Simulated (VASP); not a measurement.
Set up this calculation in VASP 6.6.1, as the native input.

- Task: single point
- Functional: PBE
- Potentials or basis: VASP PAW PBE potentials, release 64 (Al, N)
- Cutoff: 600 eV
- k mesh: 5 × 5 × 5
- Occupations: gaussian, width 0.2 eV
- Spin: no spin polarisation
- Dipole correction: no
- Further INCAR settings: ALGO = Normal; EDIFF = 1e-06; NBANDS = 15

The structure of Al3N lies in POSCAR:

```
Al3N
1.0
    0.0000000000      3.0739012672      3.0739012672
    3.0739012672      0.0000000000      3.0739012672
    3.0739012672      3.0739012672      0.0000000000
Al N
3 1
Direct
    0.2500000000      0.2500000000      0.2500000000
    0.7500000000      0.7500000000      0.7500000000
    0.0000000000      0.0000000000      0.0000000000
    0.5000000000      0.5000000000      0.5000000000
```

These files were run (other wordings do the same):

INCAR

```
SYSTEM = Al3N
PREC     = Accurate       ! precision mode
ENCUT    = 600            ! plane-wave cutoff, eV
EDIFF    = 1E-6           ! SCF threshold, eV
ISMEAR   = 0              ! smearing method
SIGMA    = 0.2            ! smearing width, eV
LREAL    = .FALSE.        ! projectors in reciprocal space
LASPH    = .TRUE.         ! aspherical terms in the spheres
NELM     = 120            ! most SCF steps
ALGO     = Normal         ! electronic algorithm
ISIF     = 2              ! what is computed and relaxed
LWAVE    = .FALSE.        ! write WAVECAR
LCHARG   = .TRUE.         ! write CHGCAR
GGA      = PE             ! functional
LELF     = .TRUE.         ! ELF
LVHAR    = .TRUE.       
NBANDS   = 15             ! bands
GGA_COMPAT= .FALSE.
```

KPOINTS

```
Automatic mesh
0
G
  5 5 5
  0 0 0
```

Potentials or basis: VASP PAW PBE potentials, release 64 (Al, N).

The run is started by

```bash
$ cat potpaw_PBE.64/Al/POTCAR potpaw_PBE.64/N/POTCAR > POTCAR
$ mpirun -np 1 vasp_std > vasp.out
```

It gave:

| Item | Value |
| --- | --- |
| Pressure | -0.7 GPa |
| Band gap on the k mesh | zero (band 7 reaches 7.51 eV, above the bottom of band 8 at 6.44 eV) |

Wall time 14 s on 1 thread of Intel(R) Xeon(R) Platinum 8488C (Sapphire Rapids) (shared host), peak memory 0.19 GiB.
